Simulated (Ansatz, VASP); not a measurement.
One calculation of C, two programs

```
C
1.0
     0.00000    1.73131    1.73131
     1.73131    0.00000    1.73131
     1.73131    1.73131    0.00000
C
2
Direct
  0.00000 0.00000 0.00000
  0.25000 0.25000 0.25000
```

Alike in both runs: task single point; functional r2SCAN; k mesh 12 × 12 × 12; occupations gaussian, width 0.05 eV; no spin polarisation.

```csv
,VASP,Ansatz
version,VASP 6.6.1,Ansatz 0.2.0
potentials or method,"VASP PAW PBE potentials, release 64 (C), cutoff 520 eV","scalar-relativistic, plane waves, PAW"
valence electrons in the cell,8,8
```

Ansatz gave:

* gap on the k mesh at the Fermi level (eV): 4.59
* least direct gap on the mesh (eV): 6.13

Question: Estimate VASP's values.

Answer: gap on the k mesh at the Fermi level (eV): 4.56; least direct gap on the mesh (eV): 6.08.

VASP's potentials were made for PBE, not for r2SCAN. With one functional, cell and mesh, what is left measures potentials, basis and numerics.
